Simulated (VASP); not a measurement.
Wanted: the native input for a VASP 6.6.1 run.

- Task: single point
- Functional: r2SCAN
- Potentials or basis: VASP PAW PBE potentials, release 64 (Cd, S)
- Cutoff: 520 eV
- k mesh: 6 × 6 × 4
- Occupations: gaussian, width 0.01 eV
- Spin: no spin polarisation
- Dipole correction: no
- Further INCAR settings: ALGO = Normal; EDIFF = 1e-07; NBANDS = 26

Crystal: CdS.

```
Cd S
1.0
     3.91638    0.00000    0.00000
    -1.95819    3.39168    0.00000
     0.00000    0.00000    6.57168
Cd S
2 2
Cartesian
  0.0000 0.0000 0.0000
  0.0000 0.0000 3.2858
  0.0000 2.2611 1.6429
  1.9582 1.1306 4.9288
```

These files were run (other wordings do the same):

POSCAR

```
CdS
1.0
    3.9163752574      0.0000000000      0.0000000000
   -1.9581876287      3.3916804637      0.0000000000
    0.0000000000      0.0000000000      6.5716805088
Cd S
2 2
Direct
    0.0000000000      0.0000000000      0.0000000000
    0.0000000000      0.0000000000      0.5000000000
    0.3333333333      0.6666666667      0.2500000000
    0.6666666667      0.3333333333      0.7500000000
```

INCAR.step1

```
SYSTEM = CdS
  PREC = Accurate
  ENCUT = 520
  ISMEAR = 0
  SIGMA = 0.01
  LREAL = .False.
  LASPH = .True.
  NELM = 80
  NBANDS = 26
  GGA = PE
  ALGO = Normal
  EDIFF = 1E-4
  LWAVE = .True.
  LCHARG = .False.
```

INCAR.step2

```
SYSTEM = CdS
  PREC = Accurate
  ENCUT = 520
  EDIFF = 1E-7
  ISMEAR = 0
  SIGMA = 0.01
  LREAL = .False.
  LASPH = .True.
  NELM = 80
  ALGO = Normal
  ISIF = 2
  LWAVE = .False.
  LCHARG = .True.
  METAGGA = R2SCAN
  LMIXTAU = .True.
  LELF = .True.
  LVHAR = .True.
  NBANDS = 26
  ISTART = 1
```

KPOINTS

```
regular mesh
0
Gamma
  6 6 4
  0 0 0
```

Potentials or basis: VASP PAW PBE potentials, release 64 (Cd, S).

Launch:

```bash
$ cat potpaw_PBE.64/Cd/POTCAR potpaw_PBE.64/S/POTCAR > POTCAR
$ cp INCAR.step1 INCAR
$ mpirun -np 1 vasp_std > vasp.out
$ cp INCAR.step2 INCAR
$ mpirun -np 1 vasp_std > vasp.out
```

Results of the run:

The pressure is -3.8 GPa and the band gap on the k mesh is 0.97 eV.

Caveat: the cell stands under tension; the PAW data sets were made with another functional, which shifts forces and pressure a little.

It took 3.5 min on 1 thread of Intel Xeon 8259CL, with other jobs on the host, peak memory 0.23 GiB.
